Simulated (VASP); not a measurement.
Input of a VASP 6.6.1 run:

Contents of INCAR:

```
PREC     = Accurate       # precision mode
ENCUT    = 520            # plane-wave cutoff, eV
EDIFF    = 1E-6           # SCF threshold, eV
ISMEAR   = 0              # smearing method
SIGMA    = 0.15           # smearing width, eV
LREAL    = False          # projectors in reciprocal space
LASPH    = True           # aspherical terms in the spheres
NELM     = 80             # most SCF steps
ALGO     = Normal         # electronic algorithm
ISIF     = 2              # what is computed and relaxed
LWAVE    = False          # write WAVECAR
LCHARG   = False          # write CHGCAR
GGA      = PE             # functional
NBANDS   = 29             # bands
```

The input KPOINTS:

```
regular mesh
0
Gamma
  4 4 1
```

File POSCAR:

```
Sb2Se5
1.0
    4.0028113951      0.0000000000      0.0000000000
   -2.0014056976      3.4665363547      0.0000000000
    0.0000000000      0.0000000000     15.4503888825
Sb Se
2 5
Direct
    0.6666666667      0.3333333333      0.8759533105
    0.3333333333      0.6666666667      0.1240466895
    0.0000000000      0.0000000000      0.4291202760
    0.0000000000      0.0000000000      0.5708797240
    0.3333333333      0.6666666667      0.7740523458
    0.6666666667      0.3333333333      0.2259476542
    0.0000000000      0.0000000000      0.0000000000
```

Potentials or basis: VASP PAW PBE potentials, release 64 (Sb, Se).

Launch:

```sh
$ cat potpaw_PBE.64/Sb/POTCAR potpaw_PBE.64/Se/POTCAR > POTCAR
$ mpirun -np 1 vasp_std > vasp.out
```

(1) Estimate the largest force.

(2) What does it give for the pressure?

(3) Estimate the band gap on the k mesh.

Results:

(1) 0.051 eV/Å.

(2) 0.0 GPa.

(3) zero (bands 20 and 21 overlap by 0.21 eV).

Caveat: the k points lie up to 0.45 Å⁻¹ apart; semilocal functionals underestimate gaps, and a narrow one can read as zero; spin-orbit coupling is left out, which moves the levels of the heavy elements; this functional lacks dispersion, which binds layers or chains, so the pressure and a relaxed spacing across them are unreliable.
